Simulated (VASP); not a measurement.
# Cu (Fm-3m) in VASP: notebook, part 2 of 2

VASP 6.6.1. Earlier steps stand in the parts before.

### Step 4. Single point, r2SCAN

The input, POSCAR:

```
Cu
1.0
    0.0000000000      1.7881324402      1.7881324402
    1.7881324402      0.0000000000      1.7881324402
    1.7881324402      1.7881324402      0.0000000000
Cu
1
Direct
    0.0000000000      0.0000000000      0.0000000000
```

The input, INCAR.step1:

```
PREC = Accurate
ENCUT = 520
ISMEAR = 1
SIGMA = 0.01
LREAL = False
LASPH = True
NELM = 60
NBANDS = 12
GGA = PE
ALGO = Normal
EDIFF = 1E-4
LWAVE = True
LCHARG = False
```

The input, INCAR.step2:

```
PREC = Accurate
ENCUT = 520
EDIFF = 1E-6
ISMEAR = 1
SIGMA = 0.01
LREAL = False
LASPH = True
NELM = 60
ALGO = Normal
ISIF = 2
LWAVE = False
LCHARG = False
METAGGA = R2SCAN
LMIXTAU = True
NBANDS = 12
ISTART = 1
```

The input, KPOINTS:

```
Automatic mesh
0
Gamma
  15 15 15
```

Potentials or basis: VASP PAW PBE potentials, release 64 (Cu).

Run with:

```console
cat potpaw_PBE.64/Cu/POTCAR > POTCAR
cp INCAR.step1 INCAR
mpirun -np 1 vasp_std > vasp.out
cp INCAR.step2 INCAR
mpirun -np 1 vasp_std > vasp.out
```

OUTCAR:

```text
PREC = Accurate
   ENCUT = 520
   EDIFF = 1E-6
   ISMEAR = 1
   LREAL = False
   LASPH = True
   NELM = 60
   ISIF = 2
   METAGGA = R2SCAN
   ISTART = 1

 ion  position               nearest neighbor table
   1  0.000  0.000  0.000-

  LATTYP: Found a face centered cubic cell.
 ALAT       =     3.5762648804

  Lattice vectors:

 A1 = (   0.0000000000,   1.7881324402,   1.7881324402)
 A2 = (   1.7881324402,   0.0000000000,   1.7881324402)
 A3 = (   1.7881324402,   1.7881324402,   0.0000000000)

Analysis of symmetry for initial positions (statically):
=====================================================================
 Subroutine PRICEL returns:
 Original cell was already a primitive cell.

 Routine SETGRP: Setting up the symmetry group for a
 face centered cubic supercell.

 Subroutine GETGRP returns: Found 48 space group operations
 (whereof 48 operations were pure point group operations)
 out of a pool of 48 trial point group operations.

The static configuration has the point symmetry O_h .

Analysis of symmetry for dynamics (positions and initial velocities):
=====================================================================
 Subroutine PRICEL returns:
 Original cell was already a primitive cell.

 Routine SETGRP: Setting up the symmetry group for a
 face centered cubic supercell.

 Subroutine GETGRP returns: Found 48 space group operations
 (whereof 48 operations were pure point group operations)
 out of a pool of 48 trial point group operations.

The dynamic configuration has the point symmetry O_h .

 Subroutine INISYM returns: Found 48 space group operations
 (whereof 48 operations are pure point group operations),
 and found     1 'primitive' translations

----------------------------------------------------------------------------------------

                                     Primitive cell

  volume of cell :      11.4348

  direct lattice vectors                    reciprocal lattice vectors
     0.000000000  1.788132440  1.788132440    -0.279621346  0.279621346  0.279621346
     1.788132440  0.000000000  1.788132440     0.279621346 -0.279621346  0.279621346
     1.788132440  1.788132440  0.000000000     0.279621346  0.279621346 -0.279621346

  length of vectors
     2.528801148  2.528801148  2.528801148     0.484318378  0.484318378  0.484318378

  position of ions in fractional coordinates (direct lattice)
     0.000000000  0.000000000  0.000000000

  ion indices of the primitive-cell ions
   primitive index   ion index
                 1           1

----------------------------------------------------------------------------------------

 KPOINTS: Automatic mesh

Automatic generation of k-mesh.
 Grid dimensions read from file:
 generate k-points for:   15   15   15

 Generating k-lattice:

  Cartesian coordinates                     Fractional coordinates (reciprocal lattice)
    -0.018641423  0.018641423  0.018641423     0.066666667  0.000000000  0.000000000
     0.018641423 -0.018641423  0.018641423     0.000000000  0.066666667  0.000000000
     0.018641423  0.018641423 -0.018641423     0.000000000  0.000000000  0.066666667

  Length of vectors
     0.032287892  0.032287892  0.032287892

  Shift w.r.t. Gamma in fractional coordinates (k-lattice)
     0.000000000  0.000000000  0.000000000

 Subroutine IBZKPT returns following result:
 ===========================================

 Found    120 irreducible k-points:

 Following reciprocal coordinates:
            Coordinates               Weight
  0.000000  0.000000  0.000000      1.000000
  0.066667  0.000000  0.000000      8.000000
  0.133333  0.000000  0.000000      8.000000
  0.200000  0.000000  0.000000      8.000000
  0.266667  0.000000  0.000000      8.000000
  0.333333  0.000000  0.000000      8.000000
[... 16 lines left out ...]
  0.133333  0.133333  0.000000      6.000000
  0.200000  0.133333  0.000000     24.000000
 [... further k-points ...]
   k-points           NKPTS =    120   k-points in BZ     NKDIM =    120   number of bands    NBANDS=     12
   number of dos      NEDOS =    301   number of ions     NIONS =      1
   total plane-waves  NPLWV =   8000
   dimension x,y,z NGX =    20 NGY =   20 NGZ =   20
   dimension x,y,z NGXF=    40 NGYF=   40 NGZF=   40
   ions per type =               1
   NGX,Y,Z   is equivalent  to a cutoff of  13.15, 13.15, 13.15 a.u.
   NGXF,Y,Z  is equivalent  to a cutoff of  26.30, 26.30, 26.30 a.u.
 SYSTEM =  unknown system
   PREC   = accura    normal or accurate (medium, high low for compatibility)
   ISTART =      1    job   : 0-new  1-cont  2-samecut
   ICHARG =      0    charge: 1-file 2-atom 10-const
   ISPIN  =      1    spin polarized calculation?
   LNONCOLLINEAR =      F non collinear calculations
   LSORBIT =      F    spin-orbit coupling
   LASPH  =      T    aspherical Exc in radial PAW
   ENCUT  =  520.0 eV  38.22 Ry    6.18 a.u.   4.70  4.70  4.70*2*pi/ulx,y,z
   NELM   =     60;   NELMIN=  2; NELMDL=  0     # of ELM steps
   EDIFF  = 0.1E-05   stopping-criterion for ELM
   LREAL  =      F    real-space projection
   EDIFFG = 0.1E-04   stopping-criterion for IOM
   NSW    =      0    number of steps for IOM
   IBRION =     -1    ionic relax: 0-MD 1-quasi-New 2-CG
   NFREE  =      0    steps in history (QN), initial steepest desc. (CG)
   ISIF   =      2    stress and relaxation
   ISYM   =      2    0-nonsym 1-usesym 2-fastsym
   POTIM  = 0.5000    time-step for ionic-motion
   TEBEG  =    0.0;   TEEND  =   0.0 temperature during run
   PSTRESS=    0.0 pullay stress
   NELECT =      11.0000    total number of electrons
   NUPDOWN=      -1.0000    fix difference up-down
   EMIN   =  10.00;   EMAX   =-10.00  energy-range for DOS
   EFERMI =   0.00;   METHOD = LEGACY
   ISMEAR =     1;   SIGMA  =   0.01  broadening in eV -4-tet -1-fermi 0-gaus
   EFERMI_NEDOS =   21; number of points for ismear=-14 and -15
   IALGO  =     38    algorithm
   IMIX   =      4    mixing-type and parameters
     AMIX     =   0.40;   BMIX     =  1.00
     AMIX_MAG =   1.60;   BMIX_MAG =  1.00
  volume/ion in A,a.u.               =      11.43        77.17
  Fermi-wavevector in a.u.,A,eV,Ry     =   1.616079  3.053947 35.534510  2.611713
  Thomas-Fermi vector in A             =   2.710724
   LORBIT       =      0    0 simple, 1 ext, 2 COOP (PROOUT), +10 PAW based schemes
   METAGGA = R2SCAN    functional components
   LHFCALC =     F    Hartree Fock is set to
   AEXX    =    0.0000 exact exchange contribution
   IVDW    =     0    specifies the selected vdW correction
   LEPSILON=     F    determine dielectric tensor
   LRPA    =     F    only Hartree local field effects (RPA)
 non-spin polarized calculation
 Methfessel and Paxton  Order N= 1 SIGMA  =   0.01
  energy-cutoff  :      520.00
  volume of cell :       11.43
 maximum number of plane-waves:       331
   NGX =  9   NGY =  9   NGZ =  9

 number of electron      11.0000012 magnetization

 Free energy of the ion-electron system (eV)
  ---------------------------------------------------
  ext. energy  EPLUGINS =         0.00000000
  ---------------------------------------------------
  free energy    TOTEN  =       -10.82498130 eV

  energy without entropy =      -10.82494243  energy(sigma->0) =      -10.82496834

 E-fermi :   7.8852     XC(G=0): -13.9662

 val. band max:        7.8624293634   @ k =  -0.4000   0.1333   0.0000
 cond. band min:       7.8855403825   @ k =  -0.4667   0.1333   0.0667
 fundamental gap:      0.0231110190
 Fermi energy:         7.8851530042

 k-point     1 :       0.0000    0.0000    0.0000
  band No.  band energies     occupation
      1      -2.1272      2.00000
      2       4.5508      2.00000
      3       4.5508      2.00000
      4       4.5508      2.00000
      5       5.4082      2.00000
      6       5.4082      2.00000
      7      31.4514      0.00000
      8      34.7442      0.00000
      9      34.7442      0.00000
     10      34.7445      0.00000
     11      37.1570      0.00000
     12      37.1570      0.00000

 k-point     2 :       0.0667    0.0000    0.0000
  band No.  band energies     occupation
      1      -1.9550      2.00000
      2       4.5133      2.00000
      3       4.5832      2.00000
      4       4.5833      2.00000
      5       5.3954      2.00000
      6       5.3955      2.00000
      7      30.5077      0.00000
      8      32.9106      0.00000
      9      34.1945      0.00000
     10      34.1947      0.00000
     11      37.9406      0.00000
     12      37.9407      0.00000
[... 316 lines left out ...]
 k-point    24 :       0.2000    0.1333    0.0000
  band No.  band energies     occupation
      1      -0.6293      2.00000
      2       4.1564      2.00000
      3       4.8350      2.00000
      4       4.8680      2.00000
      5       5.1459      2.00000
      6       5.5565      2.00000
      7      26.5216      0.00000
      8      29.0528      0.00000
      9      29.8893      0.00000
     10      32.2195      0.00000
     11      35.5522      0.00000
     12      41.1401      0.00000

 [... further k-points ...]
[... 5 lines left out ...]
  --------------------------------------------------------------------------------------
  -------------------------------------------------------------------------------------
  Total        0.0225836      0.0225836      0.0225836      0.0000000     -0.0000000      0.0000000
  in kB        3.1642727      3.1642727      3.1642727      0.0000000     -0.0000000      0.0000000
  external PRESSURE =       3.1642727 kB  Pullay stress =       0.0000000 kB

 VOLUME and BASIS-vectors are now :
 -----------------------------------------------------------------------------
  energy-cutoff  :      520.00
  volume of cell :       11.43
      direct lattice vectors                 reciprocal lattice vectors
     0.000000000  1.788132440  1.788132440    -0.279621346  0.279621346  0.279621346
     1.788132440  0.000000000  1.788132440     0.279621346 -0.279621346  0.279621346
     1.788132440  1.788132440  0.000000000     0.279621346  0.279621346 -0.279621346

 POSITION                                       TOTAL-FORCE (eV/Angst)
 -----------------------------------------------------------------------------------
      0.00000      0.00000      0.00000        -0.000000      0.000000     -0.000000
 -----------------------------------------------------------------------------------
    total drift:                                0.000000     -0.000000      0.000000

  FREE ENERGIE OF THE ION-ELECTRON SYSTEM (eV)
  ---------------------------------------------------
  free  energy   TOTEN  =       -10.8249812968 eV

  energy  without entropy=      -10.8249424274  energy(sigma->0) =      -10.82496834
```

OUTCAR.step1:

```text
PREC = Accurate
   ENCUT = 520
   ISMEAR = 1
   LREAL = False
   LASPH = True
   NELM = 60
[... 574 lines left out ...]

 POSITION                                       TOTAL-FORCE (eV/Angst)
 -----------------------------------------------------------------------------------
      0.00000      0.00000      0.00000         0.000000      0.000000      0.000000
 -----------------------------------------------------------------------------------
    total drift:                                0.000000      0.000000      0.000000

  FREE ENERGIE OF THE ION-ELECTRON SYSTEM (eV)
  ---------------------------------------------------
  free  energy   TOTEN  =        -3.7136418720 eV

  energy  without entropy=       -3.7136025916  energy(sigma->0) =       -3.71362878
```

OSZICAR.step1:

```text
N       E                     dE             d eps       ncg     rms          rms(c)
DAV:   1     0.436423341777E+02    0.43642E+02   -0.54105E+03  3220   0.154E+03
DAV:   2    -0.316251687732E+01   -0.46805E+02   -0.42999E+02  2944   0.208E+02
DAV:   3    -0.462397158006E+01   -0.14615E+01   -0.14548E+01  3420   0.415E+01
DAV:   4    -0.463301802696E+01   -0.90464E-02   -0.90453E-02  3280   0.292E+00
DAV:   5    -0.463309924577E+01   -0.81219E-04   -0.81217E-04  3412   0.280E-01    0.774E+00
DAV:   6    -0.406818996301E+01    0.56491E+00   -0.14098E+01  3432   0.718E+01    0.374E+00
DAV:   7    -0.372761631534E+01    0.34057E+00   -0.21627E+00  3464   0.280E+01    0.636E-01
DAV:   8    -0.371484450979E+01    0.12772E-01   -0.47192E-03  3684   0.744E-01    0.259E-01
DAV:   9    -0.371363735217E+01    0.12072E-02   -0.71479E-03  3636   0.148E+00    0.263E-02
DAV:  10    -0.371364187199E+01   -0.45198E-05   -0.17719E-05  1828   0.714E-02
   1 F= -.37136419E+01 E0= -.37136288E+01  d E =-.392804E-04
```

Run time: 66 s. Hardware: 1 thread of Intel Xeon 6975P-C, shared host; peak memory 0.14 GiB.

Results:

```
Free energy : -10.8250 eV
Pressure    : 0.3 GPa
```

Levels at points of the mesh, in eV from the Fermi level:
```
           k point  band 4  band 5  band 6  band 7  band 8  band 9
(0.00, 0.00, 0.00)   -3.33   -2.48   -2.48   23.57   26.86   26.86
```

Caveat: the PAW data sets were made with another functional, which shifts forces and pressure a little.

### Step 5. The runs side by side

```csv
smearing,gap on the mesh (eV),pressure (GPa)
gaussian 0.6 eV,none,0.7
gaussian 1 eV,none,1.2
methfessel-paxton 0.01 eV,none,0.3
```

Alike in all rows: task single point; level r2SCAN; potentials or basis VASP PAW PBE potentials, release 64 (Cu); no spin polarisation; cell as given; k mesh 15 × 15 × 15; cutoff (eV) 520.

Every run on the cell as given and a fine mesh finds a metal.

Caveats: the PAW data sets were made with another functional, which shifts forces and pressure a little.

Total energies depend on the potentials used, so only differences within one code and one set of settings carry meaning.
